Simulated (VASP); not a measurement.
Wanted: the native input for a VASP 6.6.1 run.

| Quantity | Value |
| --- | --- |
| Task | single point |
| Functional | PBE |
| Potentials or basis | VASP PAW PBE potentials, release 64 (Pt) |
| Cutoff | 500 eV |
| k mesh | 17 × 17 × 17 |
| Occupations | fermi-dirac, width 1 eV |
| Spin | no spin polarisation |
| Dipole correction | no |
| Further INCAR settings | ALGO = Normal; EDIFF = 1e-06; NBANDS = 11 |

The structure of Pt lies in POSCAR:

```
Pt
1.0
    0.0000000000      2.0364633938      2.0364633938
    2.0364633938      0.0000000000      2.0364633938
    2.0364633938      2.0364633938      0.0000000000
Pt
1
Direct
    0.0000000000      0.0000000000      0.0000000000
```

These files were run (other wordings do the same):

INCAR

```
PREC = Accurate
ENCUT = 500
EDIFF = 1E-6
ISMEAR = -1
SIGMA = 1.0
LREAL = False
LASPH = True
NELM = 120
ALGO = Normal
ISIF = 2
LWAVE = False
LCHARG = False
GGA = PE
NBANDS = 11
GGA_COMPAT = False
```

KPOINTS

```
regular mesh
0
Gamma
  17 17 17
```

Potentials or basis: VASP PAW PBE potentials, release 64 (Pt).

The run is started by

```console
$ cat potpaw_PBE.64/Pt/POTCAR > POTCAR
$ mpirun -np 1 vasp_std > vasp.out
```

Results of the run:

The pressure is -0.4 GPa and the band gap on the k mesh is zero (bands 5 and 6 overlap by 1.81 eV).

Caveat: so wide a smearing shifts energies and pressures; spin-orbit coupling is left out, which moves the levels of the heavy elements.

Run time: 41 s on 1 thread of Intel Xeon 8259CL, on a shared host, peak memory 0.16 GiB.
